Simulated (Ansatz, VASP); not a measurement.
**Ba: VASP beside Ansatz**

```
Ba
1.0
    -2.57726    2.57726    2.57726
     2.57726   -2.57726    2.57726
     2.57726    2.57726   -2.57726
Ba
1
Direct
  0.00000 0.00000 0.00000
```

Alike in both runs: functional RPBE; k mesh 10 × 10 × 10; occupations gaussian, width 0.1 eV; no spin polarisation.

Ansatz relaxed the structure, and its values are those at the end. VASP's run is a single point on that final structure, the one shown.

|  | VASP | Ansatz |
| --- | --- | --- |
| version | VASP 6.6.1 | Ansatz 0.2.0 |
| potentials or method | VASP PAW PBE potentials, release 64 (Ba_sv), cutoff 520 eV | scalar-relativistic, plane waves, PAW |
| valence electrons in the cell | 10 | 10 |

|  | VASP | Ansatz | Ansatz less VASP |
| --- | --- | --- | --- |
| gap on the k mesh at the Fermi level (eV) | none | none | - |
| pressure (GPa) | 0.0 | 0.0 | -0.03 |

VASP's potentials were made for PBE, not for RPBE. A gap of «none» marks a metal or a gap that the smearing closes.

Spin-orbit coupling is off throughout.
